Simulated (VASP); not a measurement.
# Bi2As (I4/mmm) in VASP: further runs

Runs on Bi2As. Level: PBE. Tasks: single point, relaxation of cell and atoms.

Everything below comes from runs of VASP 6.6.1. Logs are shortened: lines on timing, memory, paths and dates and some standing lists are left out, and cuts for length are marked.

## Step 1: The cell of the first run

The structure is tetragonal, space group I4/mmm (No. 139). The conventional cell has a = 3.795 Å, b = 3.795 Å, c = 11.561 Å, α = 90.00°, β = 90.00°, γ = 90.00°. Bi (site symmetry 4mm) has 5 As at 3.15 to 4.14 Å and 9 Bi at 3.28 to 3.80 Å within 4.2 Å. As (site symmetry 4/mmm) has 10 Bi at 3.15 to 4.14 Å and 4 As at 3.80 Å within 4.2 Å.

## Step 2: Single point, PBE

INCAR reads:

```
ALGO = Normal ; EDIFF = 1E-6
ENCUT = 520 ; GGA = PE
ISIF = 2 ; ISMEAR = 0
LASPH = T ; LCHARG = F
LREAL = F ; LWAVE = F
NBANDS = 24 ; NELM = 100
PREC = Accurate ; SIGMA = 0.1
```

KPOINTS reads:

```
k-points
0
Gamma
  6 6 6
```

POSCAR reads:

```
Bi2As
1.0
   -1.8975311369      1.8975311369      5.7805549085
    1.8975311369     -1.8975311369      5.7805549085
    1.8975311369      1.8975311369     -5.7805549085
Bi As
2 1
Direct
    0.3579933535      0.3579933535      0.0000000000
    0.6420066465      0.6420066465      0.0000000000
    0.0000000000      0.0000000000      0.0000000000
```

Potentials or basis: VASP PAW PBE potentials, release 64 (Bi_d, As).

Started as:

```bash
$ cat potpaw_PBE.64/Bi_d/POTCAR potpaw_PBE.64/As/POTCAR > POTCAR
$ mpirun -np 1 vasp_std > vasp.out
```

OUTCAR:

```text
EDIFF = 1E-6
   ENCUT = 520
   GGA = PE
   ISIF = 2
   ISMEAR = 0
   LASPH = T
   LREAL = F
   NELM = 100
   PREC = Accurate

 ion  position               nearest neighbor table
   1  0.358  0.358  0.000-   3 3.15   3 3.15   3 3.15   3 3.15   2 3.28   2 3.67   2 3.67   2 3.67
                             2 3.67
   2  0.642  0.642  0.000-   3 3.15   3 3.15   3 3.15   3 3.15   1 3.28   1 3.67   1 3.67   1 3.67
                             1 3.67
   3  0.000  0.000  0.000-   2 3.15   2 3.15   2 3.15   1 3.15   2 3.15   1 3.15   1 3.15   1 3.15

  LATTYP: Found a body centered tetragonal cell.
 ALAT       =     3.7950622738
 C/A-ratio  =     3.0463557599

  Lattice vectors:

 A1 = (  -1.8975311369,   1.8975311369,   5.7805549085)
 A2 = (   1.8975311369,  -1.8975311369,   5.7805549085)
 A3 = (   1.8975311369,   1.8975311369,  -5.7805549085)

Analysis of symmetry for initial positions (statically):
=====================================================================
 Subroutine PRICEL returns:
 Original cell was already a primitive cell.

 Routine SETGRP: Setting up the symmetry group for a
 body centered tetragonal supercell.

 Subroutine GETGRP returns: Found 16 space group operations
 (whereof 16 operations were pure point group operations)
 out of a pool of 16 trial point group operations.

The static configuration has the point symmetry D_4h.

Analysis of symmetry for dynamics (positions and initial velocities):
=====================================================================
 Subroutine PRICEL returns:
 Original cell was already a primitive cell.

 Routine SETGRP: Setting up the symmetry group for a
 body centered tetragonal supercell.

 Subroutine GETGRP returns: Found 16 space group operations
 (whereof 16 operations were pure point group operations)
 out of a pool of 16 trial point group operations.

The dynamic configuration has the point symmetry D_4h.

 Subroutine INISYM returns: Found 16 space group operations
 (whereof 16 operations are pure point group operations),
 and found     1 'primitive' translations

----------------------------------------------------------------------------------------

                                     Primitive cell

  volume of cell :      83.2544

  direct lattice vectors                    reciprocal lattice vectors
    -1.897531137  1.897531137  5.780554909     0.000000000  0.263500287  0.086496886
     1.897531137 -1.897531137  5.780554909     0.263500287  0.000000000  0.086496886
     1.897531137  1.897531137 -5.780554909     0.263500287  0.263500287  0.000000000

  length of vectors
     6.373073347  6.373073347  6.373073347     0.277333937  0.277333937  0.372645680

  position of ions in fractional coordinates (direct lattice)
     0.357993353  0.357993353  0.000000000
     0.642006647  0.642006647  0.000000000
     0.000000000  0.000000000  0.000000000

  ion indices of the primitive-cell ions
   primitive index   ion index
                 1           1
                 2           2
                 3           3

----------------------------------------------------------------------------------------

 KPOINTS: k-points

Automatic generation of k-mesh.
 Grid dimensions read from file:
 generate k-points for:    6    6    6

 Generating k-lattice:

  Cartesian coordinates                     Fractional coordinates (reciprocal lattice)
     0.000000000  0.043916715  0.014416148     0.166666667  0.000000000 -0.000000000
     0.043916715  0.000000000  0.014416148     0.000000000  0.166666667 -0.000000000
     0.043916715  0.043916715  0.000000000     0.000000000  0.000000000  0.166666667

  Length of vectors
     0.046222323  0.046222323  0.062107613

  Shift w.r.t. Gamma in fractional coordinates (k-lattice)
     0.000000000  0.000000000  0.000000000

 Subroutine IBZKPT returns following result:
 ===========================================

 Found     30 irreducible k-points:

 Following reciprocal coordinates:
            Coordinates               Weight
  0.000000  0.000000  0.000000      1.000000
  0.166667  0.000000 -0.000000      8.000000
  0.333333 -0.000000  0.000000      8.000000
  0.500000  0.000000 -0.000000      4.000000
  0.166667  0.166667  0.000000      8.000000
  0.333333  0.166667  0.000000     16.000000
[... 16 lines left out ...]
 -0.333333 -0.333333  0.166667      8.000000
 -0.166667 -0.333333  0.166667      8.000000
 [... further k-points ...]
   k-points           NKPTS =     30   k-points in BZ     NKDIM =     30   number of bands    NBANDS=     24
   number of dos      NEDOS =    301   number of ions     NIONS =      3
   total plane-waves  NPLWV = 110592
   dimension x,y,z NGX =    48 NGY =   48 NGZ =   48
   dimension x,y,z NGXF=    96 NGYF=   96 NGZF=   96
   ions per type =               2   1
   NGX,Y,Z   is equivalent  to a cutoff of  12.52, 12.52, 12.52 a.u.
   NGXF,Y,Z  is equivalent  to a cutoff of  25.04, 25.04, 25.04 a.u.
 SYSTEM =  unknown system
   PREC   = accura    normal or accurate (medium, high low for compatibility)
   ISTART =      0    job   : 0-new  1-cont  2-samecut
   ICHARG =      2    charge: 1-file 2-atom 10-const
   ISPIN  =      1    spin polarized calculation?
   LNONCOLLINEAR =      F non collinear calculations
   LSORBIT =      F    spin-orbit coupling
   LASPH  =      T    aspherical Exc in radial PAW
   ENCUT  =  520.0 eV  38.22 Ry    6.18 a.u.  11.85 11.85 11.85*2*pi/ulx,y,z
   NELM   =    100;   NELMIN=  2; NELMDL= -5     # of ELM steps
   EDIFF  = 0.1E-05   stopping-criterion for ELM
   LREAL  =      F    real-space projection
   EDIFFG = 0.1E-04   stopping-criterion for IOM
   NSW    =      0    number of steps for IOM
   IBRION =     -1    ionic relax: 0-MD 1-quasi-New 2-CG
   NFREE  =      0    steps in history (QN), initial steepest desc. (CG)
   ISIF   =      2    stress and relaxation
   ISYM   =      2    0-nonsym 1-usesym 2-fastsym
   POTIM  = 0.5000    time-step for ionic-motion
   TEBEG  =    0.0;   TEEND  =   0.0 temperature during run
   PSTRESS=    0.0 pullay stress
   NELECT =      35.0000    total number of electrons
   NUPDOWN=      -1.0000    fix difference up-down
   EMIN   =  10.00;   EMAX   =-10.00  energy-range for DOS
   EFERMI =   0.00;   METHOD = LEGACY
   ISMEAR =     0;   SIGMA  =   0.10  broadening in eV -4-tet -1-fermi 0-gaus
   EFERMI_NEDOS =   21; number of points for ismear=-14 and -15
   IALGO  =     38    algorithm
   IMIX   =      4    mixing-type and parameters
     AMIX     =   0.40;   BMIX     =  1.00
     AMIX_MAG =   1.60;   BMIX_MAG =  1.00
  volume/ion in A,a.u.               =      27.75       187.28
  Fermi-wavevector in a.u.,A,eV,Ry     =   1.226389  2.317540 20.463584  1.504031
  Thomas-Fermi vector in A             =   2.361392
   LORBIT       =      0    0 simple, 1 ext, 2 COOP (PROOUT), +10 PAW based schemes
   GGA     = PE    functional components
   LHFCALC =     F    Hartree Fock is set to
   AEXX    =    0.0000 exact exchange contribution
   IVDW    =     0    specifies the selected vdW correction
   LEPSILON=     F    determine dielectric tensor
   LRPA    =     F    only Hartree local field effects (RPA)
 non-spin polarized calculation
 Gauss-broadening in eV      SIGMA  =   0.10
  energy-cutoff  :      520.00
  volume of cell :       83.25
 maximum number of plane-waves:      2259
   NGX = 23   NGY = 23   NGZ = 23

 number of electron      35.0000001 magnetization

 Free energy of the ion-electron system (eV)
  ---------------------------------------------------
  ext. energy  EPLUGINS =         0.00000000
  ---------------------------------------------------
  free energy    TOTEN  =       -11.90581370 eV

  energy without entropy =      -11.89686670  energy(sigma->0) =      -11.90134020

 E-fermi :   7.3502     XC(G=0): -10.2715

 val. band max:        7.3142032309   @ k =   0.3333  -0.0000   0.0000
 cond. band min:       7.3583325610   @ k =  -0.1667   0.5000   0.1667
 fundamental gap:      0.0441293301
 Fermi energy:         7.3501980340

 k-point     1 :       0.0000    0.0000    0.0000
  band No.  band energies     occupation
      1     -15.8478      2.00000
      2     -15.8219      2.00000
      3     -15.8013      2.00000
      4     -15.7699      2.00000
      5     -15.7699      2.00000
      6     -15.7619      2.00000
[... 16 lines left out ...]
     23      12.6498      0.00000
     24      12.7408      0.00000

 k-point     2 :       0.1667    0.0000   -0.0000
  band No.  band energies     occupation
      1     -15.8489      2.00000
      2     -15.8103      2.00000
      3     -15.7929      2.00000
      4     -15.7818      2.00000
      5     -15.7807      2.00000
      6     -15.7696      2.00000
[... 16 lines left out ...]
     23      12.6237      0.00000
     24      13.9945      0.00000

 k-point     3 :       0.3333   -0.0000    0.0000
  band No.  band energies     occupation
      1     -15.8525      2.00000
      2     -15.8066      2.00000
      3     -15.7953      2.00000
      4     -15.7862      2.00000
      5     -15.7781      2.00000
      6     -15.7740      2.00000
[... 16 lines left out ...]
     23      13.7963      0.00000
     24      14.6422      0.00000

 k-point     4 :       0.5000    0.0000   -0.0000
  band No.  band energies     occupation
      1     -15.8544      2.00000
      2     -15.8160      2.00000
      3     -15.8001      2.00000
      4     -15.7829      2.00000
      5     -15.7735      2.00000
      6     -15.7735      2.00000
[... 16 lines left out ...]
     23      13.3301      0.00000
     24      14.2420      0.00000

 k-point     5 :       0.1667    0.1667    0.0000
  band No.  band energies     occupation
      1     -15.8508      2.00000
      2     -15.8022      2.00000
      3     -15.7971      2.00000
      4     -15.7931      2.00000
      5     -15.7788      2.00000
      6     -15.7728      2.00000
[... 451 lines left out ...]
 k-point    22 :      -0.1667    0.5000    0.1667
  band No.  band energies     occupation
      1     -15.8602      2.00000
      2     -15.8180      2.00000
      3     -15.8030      2.00000
      4     -15.7812      2.00000
      5     -15.7766      2.00000
      6     -15.7751      2.00000
[... 16 lines left out ...]
     23      12.6267      0.00000
     24      14.3862      0.00000

 k-point    23 :      -0.3333   -0.3333    0.1667
  band No.  band energies     occupation
      1     -15.8625      2.00000
      2     -15.8167      2.00000
      3     -15.8038      2.00000
      4     -15.7986      2.00000
      5     -15.7769      2.00000
      6     -15.7721      2.00000
[... 16 lines left out ...]
     23      13.0010      0.00000
     24      13.2688      0.00000

 k-point    24 :      -0.1667   -0.3333    0.1667
  band No.  band energies     occupation
      1     -15.8616      2.00000
      2     -15.8132      2.00000
      3     -15.8027      2.00000
      4     -15.7991      2.00000
      5     -15.7883      2.00000
      6     -15.7669      2.00000
[... 16 lines left out ...]
     23      12.2103      0.00000
     24      13.4861      0.00000

 [... further k-points ...]

------------------------ aborting loop because EDIFF is reached ----------------------------------------

  FORCE on cell =-STRESS in cart. coord.  units (eV):
  Direction    XX          YY          ZZ          XY          YZ          ZX
  --------------------------------------------------------------------------------------
  -------------------------------------------------------------------------------------
  Total        0.0394970      0.0394970      0.0138716      0.0000000     -0.0000000      0.0000000
  in kB        0.7600945      0.7600945      0.2669500      0.0000000     -0.0000000      0.0000000
  external PRESSURE =       0.5957130 kB  Pullay stress =       0.0000000 kB

 VOLUME and BASIS-vectors are now :
 -----------------------------------------------------------------------------
  energy-cutoff  :      520.00
  volume of cell :       83.25
      direct lattice vectors                 reciprocal lattice vectors
    -1.897531137  1.897531137  5.780554909     0.000000000  0.263500287  0.086496886
     1.897531137 -1.897531137  5.780554909     0.263500287  0.000000000  0.086496886
     1.897531137  1.897531137 -5.780554909     0.263500287  0.263500287  0.000000000

 POSITION                                       TOTAL-FORCE (eV/Angst)
 -----------------------------------------------------------------------------------
      0.00000      0.00000      4.13880         0.000000      0.000000     -0.008465
      0.00000      0.00000      7.42231         0.000000      0.000000      0.008465
      0.00000      0.00000      0.00000        -0.000000     -0.000000      0.000000
 -----------------------------------------------------------------------------------
    total drift:                                0.000000     -0.000000      0.000000

  FREE ENERGIE OF THE ION-ELECTRON SYSTEM (eV)
  ---------------------------------------------------
  free  energy   TOTEN  =       -11.9058136978 eV

  energy  without entropy=      -11.8968666979  energy(sigma->0) =      -11.90134020
```

It took 83 s on 1 thread of Intel Xeon Platinum 8259CL at 2.50GHz (Skylake/Cascade Lake), shared host; peak memory 0.33 GiB.

What came out:

```yaml
Free_energy: -11.9058 eV
Pressure: 0.1 GPa
Largest_force: 0.008 eV/Å
Band_gap_on_the_k_mesh: zero (an odd number of electrons rules out a gap without spin polarisation)
```

Forces on the atoms (eV/Å):
```
Bi   0.000  0.000 -0.008
Bi   0.000  0.000  0.008
As   0.000  0.000  0.000
```

Caveat: spin-orbit coupling is left out, which moves the levels of the heavy elements.

## Step 3: Single point, PBE

This run uses another cell than the first one, of 30.05 Å³/atom.

INCAR reads:

```
  PREC = Accurate
  ENCUT = 520
  EDIFF = 1E-6
  ISMEAR = 0
  SIGMA = 0.1
  LREAL = F
  LASPH = T
  NELM = 100
  ALGO = Normal
  ISIF = 2
  LWAVE = F
  LCHARG = F
  GGA = PE
  NBANDS = 24
```

KPOINTS reads:

```
Automatic mesh
0
Gamma
  6 6 6
```

POSCAR reads:

```
Bi2As
1.0
   -1.9062445002      1.9062445002      6.2023890630
    1.9062445002     -1.9062445002      6.2023890630
    1.9062445002      1.9062445002     -6.2023890630
Bi As
2 1
Direct
    0.3400000000      0.3400000000      0.0000000000
    0.6600000000      0.6600000000      0.0000000000
    0.0000000000      0.0000000000      0.0000000000
```

Potentials or basis: VASP PAW PBE potentials, release 64 (Bi_d, As).

Started as:

```bash
$ cat potpaw_PBE.64/Bi_d/POTCAR potpaw_PBE.64/As/POTCAR > POTCAR
$ mpirun -np 1 vasp_std > vasp.out
```

It took 1.8 min on 1 thread of Intel Xeon Platinum 8259CL at 2.50GHz (Skylake/Cascade Lake), shared host; peak memory 0.36 GiB.

Results (log left out):

```
Free energy            : -11.5654 eV
Pressure               : -4.6 GPa
Largest force          : 0.660 eV/Å
Band gap on the k mesh : zero (an odd number of electrons rules out a gap without spin polarisation)
```

Forces on the atoms (eV/Å):
```
Bi   0.000  0.000  0.660
Bi   0.000  0.000 -0.660
As   0.000  0.000  0.000
```

Stress tensor (GPa, compression positive):
```
-3.91  0.00  0.00
 0.00 -3.91  0.00
 0.00  0.00 -5.88
```

Levels at points of the mesh, in eV from the Fermi level:
| k point | band 15 | band 16 | band 17 | band 18 | band 19 | band 20 |
| --- | --- | --- | --- | --- | --- | --- |
| (0.00, 0.00, 0.00) | -1.46 | -0.58 | -0.58 | 0.16 | 0.16 | 4.46 |
| (0.50, 0.00, 0.00) | -2.66 | -2.62 | 0.61 | 1.30 | 1.77 | 1.82 |
| (0.50, 0.50, 0.00) | -3.58 | -3.54 | -1.43 | -1.28 | -0.64 | -0.51 |
| (0.50, 0.50, 0.50) | -1.27 | -1.27 | 1.03 | 1.25 | 2.20 | 2.20 |

Caveat: the cell stands under tension; spin-orbit coupling is left out, which moves the levels of the heavy elements.

## Step 4: Relaxation of cell and atoms, PBE

This run uses another cell than the first one, of 30.05 Å³/atom.

INCAR reads:

```
SYSTEM = Bi2As
  PREC = Accurate
  ENCUT = 600
  EDIFF = 1E-6
  ISMEAR = 0
  SIGMA = 0.1
  LREAL = .FALSE.
  LASPH = .TRUE.
  NELM = 60
  ALGO = Fast
  ISIF = 3
  LWAVE = .FALSE.
  LCHARG = .FALSE.
  GGA = PE
  IBRION = 2
  NSW = 90
  EDIFFG = -0.04
```

KPOINTS reads:

```
Automatic mesh
0
G
  6 6 6
  0 0 0
```

POSCAR is that of step 3.

Started as:

```bash
$ cat potpaw_PBE.64/Bi_d/POTCAR potpaw_PBE.64/As/POTCAR > POTCAR
$ mpirun -np 1 vasp_std > vasp.out
```

Wall time 20 min (1 thread of Intel Xeon Platinum 8259CL at 2.50GHz (Skylake/Cascade Lake), shared host); peak memory 0.44 GiB.

It converged, with:

| Item | Value |
| --- | --- |
| Free energy | -11.9058 eV |
| Relaxed volume | 27.78 Å³/atom |
| Relaxed cell | a = 6.353 Å, b = 6.353 Å, c = 6.353 Å, α = 145.14°, β = 145.14°, γ = 50.12° |
| Space group after relaxing (to 0.1 Å) | I4/mmm (No. 139) |
| Energy gained by relaxing | 113.5 meV/atom |
| Ionic steps | 8 |
| Pressure after relaxing | 0.0 GPa |
| Largest force after relaxing | 0.022 eV/Å |
| Band gap on the k mesh | zero (an odd number of electrons rules out a gap without spin polarisation) |

Forces in eV/Å, atoms in the order of the input:
```
Bi   0.000  0.000  0.022
Bi   0.000  0.000 -0.022
As   0.000  0.000  0.000
```

Stress tensor (GPa, compression positive):
```
-0.14  0.00  0.00
 0.00 -0.14  0.00
 0.00  0.00  0.18
```

The path:
```
step  energy change (eV)  largest force (eV/Å)  pressure (GPa)  volume (Å³)
   1              0.0000                0.6600           -4.54        90.15
   2             -0.1751                0.7002            1.84        79.47
   3             -0.1785                0.7098            0.89        80.60
   4             -0.2363                0.5699            0.89        80.55
   5             -0.3182                0.0076            2.03        80.31
   6             -0.3176                0.0860           -1.94        86.61
   7             -0.3366                0.0354           -0.08        83.34
   8             -0.3405                0.0225           -0.04        83.34
```

Final structure:
```cif
data_structure
_symmetry_space_group_name_H-M 'P 1'
_symmetry_Int_Tables_number 1
_cell_length_a 6.3528
_cell_length_b 6.3528
_cell_length_c 6.3528
_cell_angle_alpha 145.143
_cell_angle_beta 145.143
_cell_angle_gamma 50.122
_cell_volume 83.34
loop_
_atom_site_label
_atom_site_type_symbol
_atom_site_fract_x
_atom_site_fract_y
_atom_site_fract_z
_atom_site_occupancy
Bi1 Bi 0.35752 0.35752 0.00000 1
Bi2 Bi 0.64248 0.64248 0.00000 1
As1 As 0.00000 0.00000 0.00000 1
```

Levels at points of the mesh, in eV from the Fermi level:
| k point | band 14 | band 15 | band 16 | band 17 | band 18 | band 19 | band 20 | band 21 |
| --- | --- | --- | --- | --- | --- | --- | --- | --- |
| (0.00, 0.00, 0.00) | -3.03 | -1.70 | -1.70 | -1.25 | 0.38 | 0.38 | 4.02 | 5.07 |
| (0.50, 0.00, 0.00) | -5.21 | -2.90 | -2.05 | -0.07 | 1.09 | 1.40 | 2.01 | 2.35 |
| (0.50, 0.50, 0.00) | -5.48 | -4.79 | -3.34 | -1.98 | -1.71 | -1.00 | 0.30 | 2.07 |
| (0.50, 0.50, 0.50) | -2.19 | -2.19 | -1.73 | 0.29 | 0.99 | 2.49 | 3.00 | 3.00 |

Caveat: spin-orbit coupling is left out, which moves the levels of the heavy elements.

## Step 5: The runs side by side

| task | cell | cutoff (eV) | gap on the mesh (eV) | pressure (GPa) | largest force (eV/Å) |
| --- | --- | --- | --- | --- | --- |
| single point | a = 6.373 Å, angles 145.4, 145.4, 49.8°, 3 atoms, atomic positions A | 520 | none | 0.1 | 0.01 |
| single point | a = 6.763 Å, angles 147.3, 147.3, 47.0°, 3 atoms, atomic positions B | 520 | none | -4.6 | 0.66 |
| relaxation of cell and atoms | relaxed from a = 6.763 Å, angles 147.3, 147.3, 47.0°, 3 atoms, atomic positions B | 600 | none | 0.0 | 0.02 |

Alike in all rows: level PBE; potentials or basis VASP PAW PBE potentials, release 64 (Bi_d, As); no spin polarisation; k mesh 6 × 6 × 6; smearing gaussian 0.1 eV.

Caveats: spin-orbit coupling is left out, which moves the levels of the heavy elements; the cell stands under tension (at least some runs).

Absolute energies hang on the potentials; compare differences alone.

The gap in the log of VASP goes by the Fermi energy; the results here count the filled bands.